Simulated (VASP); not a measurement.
# BeSe3 (P4/nmm) in VASP: a series of runs, part 2 of 2

VASP 6.6.1.

## 4. Single point, PBE

This run uses another cell than the first one, of 28.66 Å³/atom.

File INCAR:

```
ALGO = Normal
EDIFF = 1E-6
ENCUT = 520
GGA = PE
ISIF = 2
ISMEAR = 0
LASPH = True
LCHARG = False
LREAL = False
LWAVE = False
NBANDS = 30
NELM = 100
PREC = Accurate
SIGMA = 0.1
```

File KPOINTS:

```
k-points
0
Gamma
  8 8 2
```

File POSCAR:

```
BeSe3
1.0
    3.6186433281      0.0000000000      0.0000000000
    0.0000000000      3.6186433281      0.0000000000
    0.0000000000      0.0000000000     17.5068703149
Be Se
2 6
Direct
    0.5000000000      0.5000000000      0.0000000000
    0.0000000000      0.0000000000      0.0000000000
    0.5000000000      0.0000000000      0.9225203637
    0.0000000000      0.5000000000      0.0774796363
    0.0000000000      0.5000000000      0.3438451219
    0.5000000000      0.0000000000      0.3849615671
    0.5000000000      0.0000000000      0.6561548781
    0.0000000000      0.5000000000      0.6150384329
```

Potentials or basis: VASP PAW PBE potentials, release 64 (Be, Se).

On the command line:

```console
$ cat potpaw_PBE.64/Be/POTCAR potpaw_PBE.64/Se/POTCAR > POTCAR
$ mpirun -np 1 vasp_std > vasp.out
```

OUTCAR:

```text
EDIFF = 1E-6
   ENCUT = 520
   GGA = PE
   ISIF = 2
   ISMEAR = 0
   LASPH = True
   LREAL = False
   NELM = 100
   PREC = Accurate

 ion  position               nearest neighbor table
   1  0.500  0.500  0.000-   3 2.26   4 2.26   3 2.26   4 2.26
   2  0.000  0.000  0.000-   3 2.26   4 2.26   4 2.26   3 2.26
   3  0.500  0.000  0.923-   1 2.26   2 2.26   1 2.26   2 2.26
   4  0.000  0.500  0.077-   1 2.26   2 2.26   2 2.26   1 2.26
[... 1011 lines left out ...]
  Total        0.1010637      0.1010637      0.0949791      0.0000000      0.0000000      0.0000000
  in kB        0.7063266      0.7063266      0.6638018      0.0000000      0.0000000      0.0000000
  external PRESSURE =       0.6921517 kB  Pullay stress =       0.0000000 kB

 VOLUME and BASIS-vectors are now :
 -----------------------------------------------------------------------------
  energy-cutoff  :      520.00
  volume of cell :      229.25
      direct lattice vectors                 reciprocal lattice vectors
     3.618643328  0.000000000  0.000000000     0.276346661  0.000000000  0.000000000
     0.000000000  3.618643328  0.000000000     0.000000000  0.276346661  0.000000000
     0.000000000  0.000000000 17.506870315     0.000000000  0.000000000  0.057120432

 POSITION                                       TOTAL-FORCE (eV/Angst)
 -----------------------------------------------------------------------------------
      1.80932      1.80932      0.00000        -0.000000      0.000000      0.000000
      0.00000      0.00000      0.00000        -0.000000     -0.000000      0.000000
      1.80932      0.00000     16.15044        -0.000000     -0.000000     -0.033877
      0.00000      1.80932      1.35643        -0.000000      0.000000      0.033877
      0.00000      1.80932      6.01965        -0.000000      0.000000     -0.003428
      1.80932      0.00000      6.73947        -0.000000      0.000000      0.003362
      1.80932      0.00000     11.48722        -0.000000     -0.000000      0.003428
      0.00000      1.80932     10.76740         0.000000     -0.000000     -0.003362
 -----------------------------------------------------------------------------------
    total drift:                                0.000000     -0.000000      0.000000

  FREE ENERGIE OF THE ION-ELECTRON SYSTEM (eV)
  ---------------------------------------------------
  free  energy   TOTEN  =       -30.6910021400 eV

  energy  without entropy=      -30.6870411783  energy(sigma->0) =      -30.68902166
```

OSZICAR:

```text
N       E                     dE             d eps       ncg     rms          rms(c)
DAV:   1     0.218875275895E+03    0.21888E+03   -0.15579E+04  1800   0.109E+03
DAV:   2    -0.804767060253E+01   -0.22692E+03   -0.21838E+03  2330   0.188E+02
DAV:   3    -0.306492448943E+02   -0.22602E+02   -0.22310E+02  2332   0.651E+01
DAV:   4    -0.311107310658E+02   -0.46149E+00   -0.45946E+00  2280   0.995E+00
DAV:   5    -0.311179504045E+02   -0.72193E-02   -0.72160E-02  2302   0.125E+00    0.933E+00
DAV:   6    -0.307924496041E+02    0.32550E+00   -0.30135E-01  2142   0.230E+00    0.536E+00
DAV:   7    -0.306918728344E+02    0.10058E+00   -0.42616E-01  2196   0.266E+00    0.664E-01
DAV:   8    -0.306932218285E+02   -0.13490E-02   -0.49748E-02  2092   0.902E-01    0.325E-01
DAV:   9    -0.306925401229E+02    0.68171E-03   -0.23445E-03  2334   0.194E-01    0.170E-01
DAV:  10    -0.306916690526E+02    0.87107E-03   -0.15986E-03  2330   0.206E-01    0.556E-02
DAV:  11    -0.306914021055E+02    0.26695E-03   -0.49505E-04  2222   0.970E-02    0.383E-02
DAV:  12    -0.306910432699E+02    0.35884E-03   -0.40269E-04  2410   0.116E-01    0.291E-02
DAV:  13    -0.306910060912E+02    0.37179E-04   -0.16976E-04  2252   0.494E-02    0.122E-02
DAV:  14    -0.306910034465E+02    0.26447E-05   -0.42534E-05  2180   0.275E-02    0.134E-02
DAV:  15    -0.306910019363E+02    0.15102E-05   -0.11574E-05  2296   0.157E-02    0.867E-03
DAV:  16    -0.306910021400E+02   -0.20374E-06   -0.37414E-06  1736   0.634E-03
   1 F= -.30691002E+02 E0= -.30689022E+02  d E =-.396096E-02
```

stdout:

```text
POSCAR found type information on POSCAR BeSe
 POSCAR found :  2 types and       8 ions
 scaLAPACK will be used
 LDA part: xc-table for (Slater+PW92), standard interpolation
 POSCAR, INCAR and KPOINTS ok, starting setup
 FFT: planning ... GRIDC
 FFT: planning ... GRID_SOFT
 FFT: planning ... GRID
 WAVECAR not read
 entering main loop
```

Wall time 2.2 min (1 thread of Intel Xeon 6975P-C (Granite Rapids), shared host); peak memory 0.41 GiB.

What came out:

- Free energy: -30.6910 eV
- Pressure: 0.1 GPa
- Largest force: 0.034 eV/Å
- Band gap on the k mesh: zero (bands 20 and 21 overlap by 0.02 eV)

Forces in eV/Å, atoms in the order of the input:
```
Be   0.000  0.000  0.000
Be   0.000  0.000  0.000
Se   0.000  0.000 -0.034
Se   0.000  0.000  0.034
Se   0.000  0.000 -0.003
Se   0.000  0.000  0.003
Se   0.000  0.000  0.003
Se   0.000  0.000 -0.003
```

Caveat: semilocal functionals underestimate gaps, and a narrow one can read as zero; this functional lacks dispersion, which binds layers or chains, so the pressure and a relaxed spacing across them are unreliable.

## 5. Single point, PBE

This run uses another cell than the first one, of 28.66 Å³/atom.

File INCAR:

```
  PREC = Accurate
  ENCUT = 520
  EDIFF = 1E-6
  ISMEAR = 0
  SIGMA = 0.2
  LREAL = False
  LASPH = True
  NELM = 100
  ALGO = Normal
  ISIF = 2
  LWAVE = False
  LCHARG = False
  GGA = PE
  NBANDS = 30
```

File KPOINTS:

```
Automatic mesh
0
Gamma
  6 6 2
```

POSCAR is that of step 4.

Potentials or basis: VASP PAW PBE potentials, release 64 (Be, Se).

On the command line:

```console
$ cat potpaw_PBE.64/Be/POTCAR potpaw_PBE.64/Se/POTCAR > POTCAR
$ mpirun -np 1 vasp_std > vasp.out
```

OUTCAR:

```text
PREC = Accurate
   ENCUT = 520
   EDIFF = 1E-6
   ISMEAR = 0
   LREAL = False
   LASPH = True
   NELM = 100
   ISIF = 2
   GGA = PE

 ion  position               nearest neighbor table
   1  0.500  0.500  0.000-   3 2.26   4 2.26   3 2.26   4 2.26
   2  0.000  0.000  0.000-   3 2.26   4 2.26   4 2.26   3 2.26
   3  0.500  0.000  0.923-   1 2.26   2 2.26   1 2.26   2 2.26
   4  0.000  0.500  0.077-   1 2.26   2 2.26   2 2.26   1 2.26
[... 871 lines left out ...]
  -------------------------------------------------------------------------------------
  Total       -0.3909134     -0.3909134      0.2916106      0.0000000      0.0000000      0.0000000
  in kB       -2.7320653     -2.7320653      2.0380450      0.0000000      0.0000000      0.0000000
  external PRESSURE =      -1.1420286 kB  Pullay stress =       0.0000000 kB

 VOLUME and BASIS-vectors are now :
 -----------------------------------------------------------------------------
  energy-cutoff  :      520.00
  volume of cell :      229.25
      direct lattice vectors                 reciprocal lattice vectors
     3.618643328  0.000000000  0.000000000     0.276346661  0.000000000  0.000000000
     0.000000000  3.618643328  0.000000000     0.000000000  0.276346661  0.000000000
     0.000000000  0.000000000 17.506870315     0.000000000  0.000000000  0.057120432

 POSITION                                       TOTAL-FORCE (eV/Angst)
 -----------------------------------------------------------------------------------
      1.80932      1.80932      0.00000        -0.000000      0.000000     -0.000000
      0.00000      0.00000      0.00000        -0.000000     -0.000000     -0.000000
      1.80932      0.00000     16.15044        -0.000000     -0.000000     -0.028202
      0.00000      1.80932      1.35643        -0.000000      0.000000      0.028202
      0.00000      1.80932      6.01965         0.000000     -0.000000     -0.139315
      1.80932      0.00000      6.73947         0.000000     -0.000000      0.137295
      1.80932      0.00000     11.48722        -0.000000     -0.000000      0.139315
      0.00000      1.80932     10.76740        -0.000000     -0.000000     -0.137295
 -----------------------------------------------------------------------------------
    total drift:                                0.000000     -0.000000      0.000000

  FREE ENERGIE OF THE ION-ELECTRON SYSTEM (eV)
  ---------------------------------------------------
  free  energy   TOTEN  =       -30.7717983059 eV

  energy  without entropy=      -30.7660038140  energy(sigma->0) =      -30.76890106
```

OSZICAR:

```text
N       E                     dE             d eps       ncg     rms          rms(c)
DAV:   1     0.220172376324E+03    0.22017E+03   -0.15681E+04  1200   0.109E+03
DAV:   2    -0.841392103095E+01   -0.22859E+03   -0.21982E+03  1562   0.186E+02
DAV:   3    -0.307737716066E+02   -0.22360E+02   -0.22143E+02  1548   0.642E+01
DAV:   4    -0.312002869226E+02   -0.42652E+00   -0.42473E+00  1540   0.963E+00
DAV:   5    -0.312066832465E+02   -0.63963E-02   -0.63947E-02  1542   0.119E+00    0.923E+00
DAV:   6    -0.308772606464E+02    0.32942E+00   -0.30010E-01  1434   0.229E+00    0.531E+00
DAV:   7    -0.307728037265E+02    0.10446E+00   -0.42661E-01  1436   0.270E+00    0.656E-01
DAV:   8    -0.307742366869E+02   -0.14330E-02   -0.50872E-02  1374   0.922E-01    0.325E-01
DAV:   9    -0.307735300344E+02    0.70665E-03   -0.23061E-03  1568   0.190E-01    0.176E-01
DAV:  10    -0.307725258274E+02    0.10042E-02   -0.17459E-03  1536   0.220E-01    0.549E-02
DAV:  11    -0.307722618174E+02    0.26401E-03   -0.53306E-04  1504   0.913E-02    0.426E-02
DAV:  12    -0.307718502899E+02    0.41153E-03   -0.46420E-04  1510   0.111E-01    0.326E-02
DAV:  13    -0.307718041762E+02    0.46114E-04   -0.15158E-04  1506   0.465E-02    0.169E-02
DAV:  14    -0.307718009424E+02    0.32338E-05   -0.44400E-05  1494   0.279E-02    0.144E-02
DAV:  15    -0.307717981173E+02    0.28251E-05   -0.13751E-05  1528   0.175E-02    0.103E-02
DAV:  16    -0.307717983059E+02   -0.18861E-06   -0.46604E-06  1184   0.680E-03
   1 F= -.30771798E+02 E0= -.30768901E+02  d E =-.579449E-02
```

Run time: 90 s. Hardware: 1 thread of Intel Xeon 6975P-C (Granite Rapids), shared host; peak memory 0.38 GiB.

Results:

```
Free energy            : -30.7718 eV
Pressure               : -0.1 GPa
Largest force          : 0.139 eV/Å
Band gap on the k mesh : 0.44 eV (least direct gap 1.28 eV)
```

Forces on the atoms (eV/Å):
```
Be   0.000  0.000  0.000
Be   0.000  0.000  0.000
Se   0.000  0.000 -0.028
Se   0.000  0.000  0.028
Se   0.000  0.000 -0.139
Se   0.000  0.000  0.137
Se   0.000  0.000  0.139
Se   0.000  0.000 -0.137
```

Caveat: semilocal functionals underestimate gaps, and a narrow one can read as zero; this functional lacks dispersion, which binds layers or chains, so the pressure and a relaxed spacing across them are unreliable.

## 6. Relaxation of cell and atoms, PBE

This run uses another cell than the first one, of 21.90 Å³/atom.

File INCAR:

```
SYSTEM = BeSe3
ALGO     = Normal         ! electronic algorithm
EDIFF    = 1E-7           ! SCF threshold, eV
EDIFFG   = -0.08          ! ionic threshold
ENCUT    = 600            ! plane-wave cutoff, eV
GGA      = PE             ! functional
IBRION   = 2              ! ionic algorithm
ISIF     = 3              ! what is computed and relaxed
ISMEAR   = 0              ! smearing method
LASPH    = .True.         ! aspherical terms in the spheres
LCHARG   = .False.        ! write CHGCAR
LREAL    = .False.        ! projectors in reciprocal space
LWAVE    = .False.        ! write WAVECAR
NELM     = 100            ! most SCF steps
NSW      = 36             ! ionic steps
PREC     = Accurate       ! precision mode
SIGMA    = 0.2            ! smearing width, eV
```

File KPOINTS:

```
k-points
0
Gamma
  4 4 2
  0 0 0
```

File POSCAR:

```
BeSe3
1.0
    3.7000000000      0.0000000000      0.0000000000
    0.0000000000      3.7000000000      0.0000000000
    0.0000000000      0.0000000000     12.8000000000
Be Se
2 6
Direct
    0.5000000000      0.5000000000      0.0000000000
    0.0000000000      0.0000000000      0.0000000000
    0.5000000000      0.0000000000      0.8950000000
    0.0000000000      0.5000000000      0.1050000000
    0.0000000000      0.5000000000      0.3950000000
    0.5000000000      0.0000000000      0.3950000000
    0.5000000000      0.0000000000      0.6050000000
    0.0000000000      0.5000000000      0.6050000000
```

Potentials or basis: VASP PAW PBE potentials, release 64 (Be, Se).

On the command line:

```console
$ cat potpaw_PBE.64/Be/POTCAR potpaw_PBE.64/Se/POTCAR > POTCAR
$ mpirun -np 1 vasp_std > vasp.out
```

OUTCAR:

```text
SYSTEM = BeSe3
   EDIFF = 1E-7
   EDIFFG = -0.08
   ENCUT = 600
   GGA = PE
   IBRION = 2
   ISIF = 3
   ISMEAR = 0
   LASPH = .True.
   LREAL = .False.
   NELM = 100
   NSW = 36
   PREC = Accurate

 ion  position               nearest neighbor table
   1  0.500  0.500  0.000-   3 2.29   4 2.29   3 2.29   4 2.29
   2  0.000  0.000  0.000-   3 2.29   4 2.29   4 2.29   3 2.29
   3  0.500  0.000  0.895-   1 2.29   2 2.29   1 2.29   2 2.29
   4  0.000  0.500  0.105-   1 2.29   2 2.29   2 2.29   1 2.29
   5  0.000  0.500  0.395-   6 2.62   6 2.62   6 2.62   6 2.62   8 2.69
   6  0.500  0.000  0.395-   5 2.62   5 2.62   5 2.62   5 2.62   7 2.69
   7  0.500  0.000  0.605-   8 2.62   8 2.62   8 2.62   8 2.62   6 2.69
   8  0.000  0.500  0.605-   7 2.62   7 2.62   7 2.62   7 2.62   5 2.69

  LATTYP: Found a simple tetragonal cell.
 ALAT       =     3.7000000000
 C/A-ratio  =     3.4594594595

  Lattice vectors:

[... 303 lines left out ...]
  energy  without entropy=      -30.1346731654  energy(sigma->0) =      -30.17902470

[... ionic steps 4 to 7 ...]

--------------------------------------- Ionic step        8  -------------------------------------------

 number of electron      40.0000001 magnetization

------------------------ aborting loop because EDIFF is reached ----------------------------------------
[... 79 lines left out ...]
--------------------------------------- Ionic step       10  -------------------------------------------

 number of electron      39.9999996 magnetization

 Free energy of the ion-electron system (eV)
  ---------------------------------------------------
  ext. energy  EPLUGINS =         0.00000000
  ---------------------------------------------------
  free energy    TOTEN  =       -30.64123670 eV

  energy without entropy =      -30.60338139  energy(sigma->0) =      -30.62230904

 E-fermi :   1.9400     XC(G=0):  -8.2825

 val. band max:        1.4657505859   @ k =   0.2500   0.0000   0.0000
 cond. band min:       1.9662509393   @ k =   0.2500   0.2500   0.0000
 fundamental gap:      0.5005003534
 Fermi energy:         1.9400197696

 k-point     1 :       0.0000    0.0000    0.0000
  band No.  band energies     occupation
      1     -13.7628      2.00000
      2     -13.5266      2.00000
      3     -11.8167      2.00000
      4     -10.5548      2.00000
      5      -7.6164      2.00000
      6      -7.3937      2.00000
[... 360 lines left out ...]
  FREE ENERGIE OF THE ION-ELECTRON SYSTEM (eV)
  ---------------------------------------------------
  free  energy   TOTEN  =       -30.6412366991 eV

  energy  without entropy=      -30.6033813875  energy(sigma->0) =      -30.62230904

 reached required accuracy - stopping structural energy minimisation
```

OSZICAR:

```text
N       E                     dE             d eps       ncg     rms          rms(c)
DAV:   1     0.240289189697E+03    0.24029E+03   -0.18097E+04   600   0.151E+03
DAV:   2    -0.518139199301E+01   -0.24547E+03   -0.24073E+03   766   0.230E+02
DAV:   3    -0.295125055138E+02   -0.24331E+02   -0.23863E+02   800   0.796E+01
[... 117 lines left out ...]
DAV:   5    -0.306412403450E+02    0.14396E-03   -0.26379E-04   746   0.800E-02    0.381E-02
DAV:   6    -0.306412362930E+02    0.40520E-05   -0.29949E-05   668   0.264E-02    0.112E-02
DAV:   7    -0.306412361251E+02    0.16793E-06   -0.47848E-06   766   0.117E-02    0.356E-03
DAV:   8    -0.306412366405E+02   -0.51541E-06   -0.11426E-06   717   0.491E-03    0.116E-03
DAV:   9    -0.306412366991E+02   -0.58596E-07   -0.33562E-07   603   0.332E-03
  10 F= -.30641237E+02 E0= -.30622309E+02  d E =-.201397E-01
```

It took 5.7 min on 1 thread of Intel Xeon 6975P-C (Granite Rapids), shared host; peak memory 0.33 GiB.

What came out:

```
Free energy                           : -30.6412 eV
Relaxed volume                        : 25.30 Å³/atom
Relaxed cell                          : a = 3.729 Å, b = 3.729 Å, c = 14.552 Å, α = 90.00°, β = 90.00°, γ = 90.00°
Space group after relaxing (to 0.1 Å) : P4/nmm (No. 129)
Energy gained by relaxing             : 114.8 meV/atom
Ionic steps                           : 10
Pressure after relaxing               : -0.3 GPa
Largest force after relaxing          : 0.041 eV/Å
Band gap on the k mesh                : zero (bands 20 and 21 overlap by 2.84 eV)
```

Forces in eV/Å, atoms in the order of the input:
```
Be   0.000  0.000  0.000
Be   0.000  0.000  0.000
Se   0.000  0.000 -0.015
Se   0.000  0.000  0.015
Se   0.000  0.000  0.026
Se   0.000  0.000  0.041
Se   0.000  0.000 -0.026
Se   0.000  0.000 -0.041
```

Stress tensor (GPa, compression positive):
```
-0.46  0.00  0.00
 0.00 -0.46  0.00
 0.00  0.00  0.11
```

The path:
| step | energy change (eV) | largest force (eV/Å) | pressure (GPa) | volume (Å³) |
| --- | --- | --- | --- | --- |
| 1 | 0.0000 | 1.4600 | 5.82 | 175.23 |
| 2 | -0.4912 | 1.1670 | -2.17 | 196.18 |
| 3 | -0.5002 | 1.0693 | -1.42 | 193.49 |
| 4 | -0.6825 | 0.6052 | -0.43 | 192.12 |
| 5 | -0.8240 | 0.2873 | 1.72 | 189.91 |
| 6 | -0.8231 | 0.4589 | 2.44 | 189.33 |
| 7 | -0.8882 | 0.4116 | 1.66 | 195.19 |
| 8 | -0.8969 | 0.3916 | 1.38 | 197.82 |
| 9 | -0.8980 | 0.3822 | 1.26 | 199.08 |
| 10 | -0.9181 | 0.0414 | -0.27 | 202.40 |

Final structure:
```
Be Se
1.0
     3.72940    0.00000    0.00000
     0.00000    3.72940    0.00000
     0.00000    0.00000   14.55203
Be Se
2 6
Direct
  0.50000 0.50000 0.00000
  0.00000 0.00000 0.00000
  0.50000 0.00000 0.90953
  0.00000 0.50000 0.09047
  0.00000 0.50000 0.37982
  0.50000 0.00000 0.37932
  0.50000 0.00000 0.62018
  0.00000 0.50000 0.62068
```

Levels at points of the mesh, in eV from the Fermi level:
| k point | band 16 | band 17 | band 18 | band 19 | band 20 | band 21 | band 22 | band 23 |
| --- | --- | --- | --- | --- | --- | --- | --- | --- |
| (0.00, 0.00, 0.00) | -1.34 | -0.65 | -0.65 | 0.60 | 1.79 | 2.49 | 3.19 | 3.69 |
| (0.50, 0.00, 0.00) | -1.69 | -1.61 | -1.61 | -1.11 | -1.11 | -1.05 | -1.05 | -0.87 |
| (0.50, 0.50, 0.00) | -3.04 | -1.90 | -1.90 | -0.51 | -0.51 | 3.77 | 3.77 | 4.51 |
| (0.00, 0.00, 0.50) | -1.42 | -0.65 | -0.65 | 0.60 | 1.78 | 2.49 | 3.19 | 3.73 |
| (0.50, 0.00, 0.50) | -1.69 | -1.61 | -1.61 | -1.11 | -1.11 | -1.00 | -1.00 | -0.87 |
| (0.50, 0.50, 0.50) | -3.04 | -1.89 | -1.89 | -0.51 | -0.51 | 3.79 | 3.79 | 4.66 |

Caveat: the k points lie up to 0.42 Å⁻¹ apart in the final cell, too coarse for converged energies and pressures of a metal; the volume moved by over 15 % at a fixed basis, so the end points are rough; this functional lacks dispersion, which binds layers or chains, so the pressure and a relaxed spacing across them are unreliable; the relaxation stopped at a loose force limit of 0.08 eV/Å, so its end isn't a converged minimum.

## 7. Overview

| task | cell | k mesh | cutoff (eV) | smearing | gap on the mesh (eV) | pressure (GPa) | largest force (eV/Å) |
| --- | --- | --- | --- | --- | --- | --- | --- |
| single point | a = 3.718, b = 3.718, c = 14.741 Å, 8 atoms, atomic positions A | 4 × 4 × 2 | 520 | gaussian 0.2 eV | none | 0.1 | 0.02 |
| single point | a = 3.619, b = 3.619, c = 17.507 Å, 8 atoms, atomic positions B | 8 × 8 × 2 | 520 | gaussian 0.1 eV | none | 0.1 | 0.03 |
| single point | a = 3.619, b = 3.619, c = 17.507 Å, 8 atoms, atomic positions B | 6 × 6 × 2 | 520 | gaussian 0.2 eV | 0.44 | -0.1 | 0.14 |
| relaxation of cell and atoms | relaxed from a = 3.700, b = 3.700, c = 12.800 Å, 8 atoms, atomic positions C | 4 × 4 × 2 | 600 | gaussian 0.2 eV | none | -0.3 | 0.04 |

Alike in all rows: level PBE; potentials or basis VASP PAW PBE potentials, release 64 (Be, Se); no spin polarisation.

Caveats: some runs use coarse meshes; this functional lacks dispersion, which binds layers or chains, so the pressure and a relaxed spacing across them are unreliable; semilocal functionals underestimate gaps, and a narrow one can read as zero (at least some runs); the volume moved by over 15 % at a fixed basis, so the end points are rough (at least some runs); the relaxation stopped at a loose force limit of 0.08 eV/Å, so its end isn't a converged minimum (at least some runs).

Absolute energies hang on the potentials; compare differences alone.

The gap in the log of VASP goes by the Fermi energy; the results here count the filled bands.